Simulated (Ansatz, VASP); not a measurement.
# One calculation of Ag, two programs

```
Ag
1.0
     1.62940   -5.16879    0.00000
     1.62940    5.16879    0.00000
     0.00000    0.00000    4.31225
Ag
4
Cartesian
  1.6294 4.1557 3.9241
  1.6294 -1.0131 2.5442
  1.6294 -4.1557 0.3881
  1.6294 1.0131 1.7680
```

Alike in both runs: task relaxation of cell and atoms; functional PBEsol; k mesh 6 × 6 × 4; occupations gaussian, width 0.1 eV; no spin polarisation.

|  | VASP | Ansatz |
| --- | --- | --- |
| version | VASP 6.6.1 | Ansatz 0.2.0 |
| potentials or method | VASP PAW PBE potentials, release 64 (Ag), cutoff 600 eV | scalar-relativistic, plane waves, PAW |
| valence electrons in the cell | 44 | 76 |

VASP gave:

- gap on the k mesh at the Fermi level, each at its own relaxed structure (eV): none
- relaxed volume (Å³/atom): 17.54
- relaxed cell length with the largest relative difference (Å): 4.841

Problem. What did Ansatz give for the same quantities?

Solution. gap on the k mesh at the Fermi level, each at its own relaxed structure (eV): none; relaxed volume (Å³/atom): 17.60; relaxed cell length with the largest relative difference (Å): 4.741.

VASP's potentials were made for PBE, not for PBEsol. A gap of «none» marks a metal or a gap that the smearing closes. VASP's potentials hold 44 valence electrons a cell and Ansatz's 76, so a difference there can come from the potentials and not from the codes.

The k mesh is coarse, so the values compare programs but aren't converged.
